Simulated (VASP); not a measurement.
# SnSe2 (C2/m) in VASP: single point with PBE

Aim: the single point of SnSe2 with PBE.

All numbers are computed with VASP 6.6.1; they aren't measurements. Logs are shortened: lines on timing, memory, paths and dates and some standing lists are left out, and cuts for length are marked.

### Step 1. The cell of the first run

Symmetry: C2/m, No. 12, monoclinic system. Conventional cell: a = 6.625 Å, b = 4.033 Å, c = 6.227 Å, α = 90.00°, β = 90.00°, γ = 90.00°. Sn (site symmetry 2/m) has 6 Se at 2.70 to 2.77 Å within 3.6 Å. Within 3.6 Å of Se (site symmetry m) lie 3 Sn at 2.70 to 2.77 Å.

### Step 2. Single point, PBE (uniaxial x strain +5.4%)

File INCAR:

```
ALGO = Normal ; EDIFF = 1E-7
ENCUT = 520 ; GGA = PE
ISIF = 2 ; ISMEAR = -1
LASPH = T ; LCHARG = F
LREAL = F ; LWAVE = F
NBANDS = 20 ; NELM = 80
PREC = Accurate ; SIGMA = 0.02
```

File KPOINTS:

```
k-points
0
Gamma
  12 12 4
```

File POSCAR:

```
SnSe2
1.0
    4.0328549378      0.0000000000      0.0000000000
   -2.0164274689      3.3126764923      0.0000000000
    0.0000000000      0.0000000000      6.2270790415
Sn Se
1 2
Direct
    0.0000000000      0.0000000000      0.0000000000
    0.3332854726      0.6665709452      0.2483560161
    0.6667145274      0.3334290548      0.7516439839
```

Potentials or basis: VASP PAW PBE potentials, release 64 (Sn_d, Se).

Started as:

```console
$ cat potpaw_PBE.64/Sn_d/POTCAR potpaw_PBE.64/Se/POTCAR > POTCAR
$ mpirun -np 1 vasp_std > vasp.out
```

OUTCAR:

```text
EDIFF = 1E-7
   ENCUT = 520
   GGA = PE
   ISIF = 2
   ISMEAR = -1
   LASPH = T
   LREAL = F
   NELM = 80
   PREC = Accurate

 ion  position               nearest neighbor table
   1  0.000  0.000  0.000-   2 2.70   3 2.70   3 2.77   2 2.77   3 2.77   2 2.77
   2  0.333  0.667  0.248-   1 2.70   1 2.77   1 2.77
   3  0.667  0.333  0.752-   1 2.70   1 2.77   1 2.77

  Warning from LATTYP: Monoclinic adjustment (A1->A3, A2->A1, A3->A2)!
  LATTYP: Found a base centered orthorhombic cell.
 ALAT       =     4.0328549378
 B/A-ratio  =     1.6428443588
 C/A-ratio  =     1.5440870395

  Lattice vectors:

 A1 = (   2.0164274689,  -3.3126764923,   0.0000000000)
 A2 = (   2.0164274689,   3.3126764923,   0.0000000000)
 A3 = (   0.0000000000,   0.0000000000,   6.2270790415)

Analysis of symmetry for initial positions (statically):
=====================================================================
 Subroutine PRICEL returns:
 Original cell was already a primitive cell.

 Routine SETGRP: Setting up the symmetry group for a
 base centered orthorhombic supercell.

 Subroutine GETGRP returns: Found  4 space group operations
 (whereof  4 operations were pure point group operations)
 out of a pool of  8 trial point group operations.

The static configuration has the point symmetry C_2h.

Analysis of symmetry for dynamics (positions and initial velocities):
=====================================================================
 Subroutine PRICEL returns:
 Original cell was already a primitive cell.

 Routine SETGRP: Setting up the symmetry group for a
 base centered orthorhombic supercell.

 Subroutine GETGRP returns: Found  4 space group operations
 (whereof  4 operations were pure point group operations)
 out of a pool of  8 trial point group operations.

The dynamic configuration has the point symmetry C_2h.

 Subroutine INISYM returns: Found  4 space group operations
 (whereof  4 operations are pure point group operations),
 and found     1 'primitive' translations

----------------------------------------------------------------------------------------

                                     Primitive cell

  volume of cell :      83.1909

  direct lattice vectors                    reciprocal lattice vectors
     4.032854938  0.000000000  0.000000000     0.247963295  0.150935354  0.000000000
    -2.016427469  3.312676492  0.000000000     0.000000000  0.301870709  0.000000000
     0.000000000  0.000000000  6.227079041     0.000000000  0.000000000  0.160588936

  length of vectors
     4.032854938  3.878118781  6.227079041     0.290288265  0.301870709  0.160588936

  position of ions in fractional coordinates (direct lattice)
     0.000000000  0.000000000  0.000000000
     0.333285473  0.666570945  0.248356016
     0.666714527  0.333429055  0.751643984

  ion indices of the primitive-cell ions
   primitive index   ion index
                 1           1
                 2           2
                 3           3

----------------------------------------------------------------------------------------

 KPOINTS: k-points

Automatic generation of k-mesh.
 Grid dimensions read from file:
 generate k-points for:   12   12    4

 Generating k-lattice:

  Cartesian coordinates                     Fractional coordinates (reciprocal lattice)
     0.020663608  0.012577946  0.000000000     0.083333333 -0.000000000  0.000000000
     0.000000000  0.025155892  0.000000000     0.000000000  0.083333333  0.000000000
     0.000000000  0.000000000  0.040147234     0.000000000  0.000000000  0.250000000

  Length of vectors
     0.024190689  0.025155892  0.040147234

  Shift w.r.t. Gamma in fractional coordinates (k-lattice)
     0.000000000  0.000000000  0.000000000

 Subroutine IBZKPT returns following result:
 ===========================================

 Found    164 irreducible k-points:

 Following reciprocal coordinates:
            Coordinates               Weight
  0.000000  0.000000  0.000000      1.000000
  0.083333  0.000000  0.000000      4.000000
  0.166667  0.000000  0.000000      4.000000
  0.250000  0.000000  0.000000      4.000000
  0.333333  0.000000  0.000000      4.000000
  0.416667  0.000000  0.000000      4.000000
[... 16 lines left out ...]
  0.333333  0.166667  0.000000      4.000000
  0.416667  0.166667  0.000000      4.000000
 [... further k-points ...]
   k-points           NKPTS =    164   k-points in BZ     NKDIM =    164   number of bands    NBANDS=     20
   number of dos      NEDOS =    301   number of ions     NIONS =      3
   total plane-waves  NPLWV =  43200
   dimension x,y,z NGX =    30 NGY =   30 NGZ =   48
   dimension x,y,z NGXF=    60 NGYF=   60 NGZF=   96
   ions per type =               1   2
   NGX,Y,Z   is equivalent  to a cutoff of  12.37, 12.86, 12.81 a.u.
   NGXF,Y,Z  is equivalent  to a cutoff of  24.73, 25.72, 25.63 a.u.
 SYSTEM =  unknown system
   PREC   = accura    normal or accurate (medium, high low for compatibility)
   ISTART =      0    job   : 0-new  1-cont  2-samecut
   ICHARG =      2    charge: 1-file 2-atom 10-const
   ISPIN  =      1    spin polarized calculation?
   LNONCOLLINEAR =      F non collinear calculations
   LSORBIT =      F    spin-orbit coupling
   LASPH  =      T    aspherical Exc in radial PAW
   ENCUT  =  520.0 eV  38.22 Ry    6.18 a.u.   7.50  7.21 11.58*2*pi/ulx,y,z
   NELM   =     80;   NELMIN=  2; NELMDL= -5     # of ELM steps
   EDIFF  = 0.1E-06   stopping-criterion for ELM
   LREAL  =      F    real-space projection
   EDIFFG = 0.1E-05   stopping-criterion for IOM
   NSW    =      0    number of steps for IOM
   IBRION =     -1    ionic relax: 0-MD 1-quasi-New 2-CG
   NFREE  =      0    steps in history (QN), initial steepest desc. (CG)
   ISIF   =      2    stress and relaxation
   ISYM   =      2    0-nonsym 1-usesym 2-fastsym
   POTIM  = 0.5000    time-step for ionic-motion
   TEBEG  =    0.0;   TEEND  =   0.0 temperature during run
   PSTRESS=    0.0 pullay stress
   NELECT =      26.0000    total number of electrons
   NUPDOWN=      -1.0000    fix difference up-down
   EMIN   =  10.00;   EMAX   =-10.00  energy-range for DOS
   EFERMI =   0.00;   METHOD = LEGACY
   ISMEAR =    -1;   SIGMA  =   0.02  broadening in eV -4-tet -1-fermi 0-gaus
   EFERMI_NEDOS =   21; number of points for ismear=-14 and -15
   IALGO  =     38    algorithm
   IMIX   =      4    mixing-type and parameters
     AMIX     =   0.40;   BMIX     =  1.00
     AMIX_MAG =   1.60;   BMIX_MAG =  1.00
  volume/ion in A,a.u.               =      27.73       187.13
  Fermi-wavevector in a.u.,A,eV,Ry     =   1.110983  2.099453 16.793432  1.234282
  Thomas-Fermi vector in A             =   2.247541
   LORBIT       =      0    0 simple, 1 ext, 2 COOP (PROOUT), +10 PAW based schemes
   GGA     = PE    functional components
   LHFCALC =     F    Hartree Fock is set to
   AEXX    =    0.0000 exact exchange contribution
   IVDW    =     0    specifies the selected vdW correction
   LEPSILON=     F    determine dielectric tensor
   LRPA    =     F    only Hartree local field effects (RPA)
 non-spin polarized calculation
  energy-cutoff  :      520.00
  volume of cell :       83.19
 maximum number of plane-waves:      2262
 NGX is ok and might be reduce to    30
   NGX = 15   NGY = 15   NGZ = 23

 number of electron      25.9999996 magnetization

 Free energy of the ion-electron system (eV)
  ---------------------------------------------------
  ext. energy  EPLUGINS =         0.00000000
  ---------------------------------------------------
  free energy    TOTEN  =       -11.81918285 eV

  energy without entropy =      -11.81918233  energy(sigma->0) =      -11.81918259

 E-fermi :   3.7429     XC(G=0):  -9.1169

 val. band max:        3.5644602309   @ k =  -0.1667   0.0833   0.0000
 cond. band min:       3.9228949307   @ k =   0.0000   0.5000   0.2500
 fundamental gap:      0.3584346999
 Fermi energy:         3.7428943957

 k-point     1 :       0.0000    0.0000    0.0000
  band No.  band energies     occupation
      1     -17.8020      2.00000
      2     -17.7872      2.00000
      3     -17.7707      2.00000
      4     -17.7632      2.00000
      5     -17.7503      2.00000
      6     -10.0771      2.00000
[... 12 lines left out ...]
     19      11.8936      0.00000
     20      12.5461      0.00000

 k-point     2 :       0.0833    0.0000    0.0000
  band No.  band energies     occupation
      1     -17.8031      2.00000
      2     -17.7871      2.00000
      3     -17.7692      2.00000
      4     -17.7632      2.00000
      5     -17.7507      2.00000
      6     -10.0175      2.00000
[... 12 lines left out ...]
     19      11.8009      0.00000
     20      12.4125      0.00000

 k-point     3 :       0.1667    0.0000    0.0000
  band No.  band energies     occupation
      1     -17.8084      2.00000
      2     -17.7854      2.00000
      3     -17.7657      2.00000
      4     -17.7633      2.00000
      5     -17.7505      2.00000
      6      -9.8432      2.00000
[... 12 lines left out ...]
     19      11.6459      0.00000
     20      12.5449      0.00000

 k-point     4 :       0.2500    0.0000    0.0000
  band No.  band energies     occupation
      1     -17.8179      2.00000
      2     -17.7830      2.00000
      3     -17.7653      2.00000
      4     -17.7595      2.00000
      5     -17.7474      2.00000
      6      -9.5691      2.00000
[... 12 lines left out ...]
     19      11.5103      0.00000
     20      12.7748      0.00000

 k-point     5 :       0.3333    0.0000    0.0000
  band No.  band energies     occupation
      1     -17.8281      2.00000
      2     -17.7818      2.00000
      3     -17.7670      2.00000
      4     -17.7541      2.00000
      5     -17.7416      2.00000
      6      -9.2278      2.00000
[... 12 lines left out ...]
     19      12.0226      0.00000
     20      12.9972      0.00000

 k-point     6 :       0.4167    0.0000    0.0000
  band No.  band energies     occupation
      1     -17.8359      2.00000
      2     -17.7817      2.00000
      3     -17.7685      2.00000
      4     -17.7500      2.00000
      5     -17.7363      2.00000
      6      -8.8855      2.00000
[... 12 lines left out ...]
     19      12.6705      0.00000
     20      13.4526      0.00000

 k-point     7 :       0.5000    0.0000    0.0000
  band No.  band energies     occupation
      1     -17.8388      2.00000
      2     -17.7818      2.00000
      3     -17.7691      2.00000
      4     -17.7485      2.00000
      5     -17.7342      2.00000
      6      -8.7036      2.00000
[... 12 lines left out ...]
     19      12.9434      0.00000
     20      13.7761      0.00000
[... 277 lines left out ...]
 k-point    20 :       0.0833    0.1667    0.0000
  band No.  band energies     occupation
      1     -17.8061      2.00000
      2     -17.7902      2.00000
      3     -17.7725      2.00000
      4     -17.7588      2.00000
      5     -17.7449      2.00000
      6      -9.6456      2.00000
[... 12 lines left out ...]
     19      11.0689      0.00000
     20      12.6653      0.00000

 k-point    21 :       0.1667    0.1667    0.0000
  band No.  band energies     occupation
      1     -17.8157      2.00000
      2     -17.7878      2.00000
      3     -17.7711      2.00000
      4     -17.7576      2.00000
      5     -17.7401      2.00000
      6      -9.3766      2.00000
[... 12 lines left out ...]
     19      10.4253      0.00000
     20      13.1794      0.00000

 k-point    22 :       0.2500    0.1667    0.0000
  band No.  band energies     occupation
      1     -17.8237      2.00000
      2     -17.7879      2.00000
      3     -17.7684      2.00000
      4     -17.7565      2.00000
      5     -17.7357      2.00000
      6      -9.0503      2.00000
[... 12 lines left out ...]
     19      10.6424      0.00000
     20      13.1504      0.00000

 k-point    23 :       0.3333    0.1667    0.0000
  band No.  band energies     occupation
      1     -17.8284      2.00000
      2     -17.7892      2.00000
      3     -17.7661      2.00000
      4     -17.7539      2.00000
      5     -17.7345      2.00000
      6      -8.7324      2.00000
[... 12 lines left out ...]
     19      11.3452      0.00000
     20      13.1162      0.00000

 k-point    24 :       0.4167    0.1667    0.0000
  band No.  band energies     occupation
      1     -17.8291      2.00000
      2     -17.7906      2.00000
      3     -17.7645      2.00000
      4     -17.7506      2.00000
      5     -17.7376      2.00000
      6      -8.5775      2.00000
[... 12 lines left out ...]
     19      12.1365      0.00000
     20      13.1019      0.00000

 [... further k-points ...]

------------------------ aborting loop because EDIFF is reached ----------------------------------------

  FORCE on cell =-STRESS in cart. coord.  units (eV):
  Direction    XX          YY          ZZ          XY          YZ          ZX
  --------------------------------------------------------------------------------------
  -------------------------------------------------------------------------------------
  Total       -0.9476873      0.6698988      1.1062295      0.0000000      0.0669400      0.0000000
  in kB      -18.2515446     12.9016058     21.3049163      0.0000000      1.2892003      0.0000000
  external PRESSURE =       5.3183258 kB  Pullay stress =       0.0000000 kB

 VOLUME and BASIS-vectors are now :
 -----------------------------------------------------------------------------
  energy-cutoff  :      520.00
  volume of cell :       83.19
      direct lattice vectors                 reciprocal lattice vectors
     4.032854938  0.000000000  0.000000000     0.247963295  0.150935354  0.000000000
    -2.016427469  3.312676492  0.000000000     0.000000000  0.301870709  0.000000000
     0.000000000  0.000000000  6.227079041     0.000000000  0.000000000  0.160588936

 POSITION                                       TOTAL-FORCE (eV/Angst)
 -----------------------------------------------------------------------------------
      0.00000      0.00000      0.00000        -0.000000      0.000000      0.000000
     -0.00000      2.20813      1.54653         0.000000      0.030251      0.240750
      2.01643      1.10454      4.68055        -0.000000     -0.030251     -0.240750
 -----------------------------------------------------------------------------------
    total drift:                               -0.000000     -0.000000      0.000000

  FREE ENERGIE OF THE ION-ELECTRON SYSTEM (eV)
  ---------------------------------------------------
  free  energy   TOTEN  =       -11.8191828468 eV

  energy  without entropy=      -11.8191823305  energy(sigma->0) =      -11.81918259
```

Wall time 4 min (1 thread of Intel Xeon Platinum 8375C at 2.90GHz (Ice Lake), shared host); peak memory 0.38 GiB.

What came out:

| Quantity | Value |
| --- | --- |
| Free energy | -11.8192 eV |
| Pressure | 0.5 GPa |
| Largest force | 0.243 eV/Å |
| Band gap on the k mesh | 0.36 eV (least direct gap 0.63 eV) |

Forces in eV/Å, atoms in the order of the input:
```
Sn   0.000  0.000  0.000
Se   0.000  0.030  0.241
Se   0.000 -0.030 -0.241
```

Levels at points of the mesh, in eV from the valence-band top:
| k point | band 9 | band 10 | band 11 | band 12 | band 13 | band 14 | band 15 | band 16 | band 17 | band 18 |
| --- | --- | --- | --- | --- | --- | --- | --- | --- | --- | --- |
| (0.00, 0.00, 0.00) | -0.93 | -0.82 | -0.69 | -0.51 | -0.06 | 0.57 | 2.57 | 4.05 | 4.61 | 7.94 |
| (0.50, 0.00, 0.00) | -4.22 | -2.87 | -2.44 | -1.19 | -0.35 | 1.03 | 3.70 | 5.27 | 5.44 | 6.76 |
| (0.00, 0.50, 0.00) | -4.22 | -2.92 | -2.65 | -1.13 | -0.64 | 0.59 | 3.22 | 4.88 | 5.31 | 6.97 |
| (0.00, 0.00, 0.50) | -1.93 | -1.01 | -0.83 | -0.54 | -0.35 | 1.88 | 2.49 | 3.80 | 4.36 | 7.79 |
| (0.50, 0.00, 0.50) | -4.63 | -2.39 | -1.91 | -0.85 | -0.69 | 0.68 | 4.14 | 4.74 | 5.84 | 5.98 |
| (0.00, 0.50, 0.50) | -4.64 | -2.76 | -1.93 | -1.01 | -0.99 | 0.56 | 3.83 | 4.79 | 5.68 | 5.92 |

Caveat: the cell differs from its parent crystal (uniaxial x strain +5.4%); semilocal functionals underestimate gaps, and a narrow one can read as zero; spin-orbit coupling is left out, which moves the levels of the heavy elements; this functional lacks dispersion, which binds layers or chains, so the pressure and a relaxed spacing across them are unreliable.
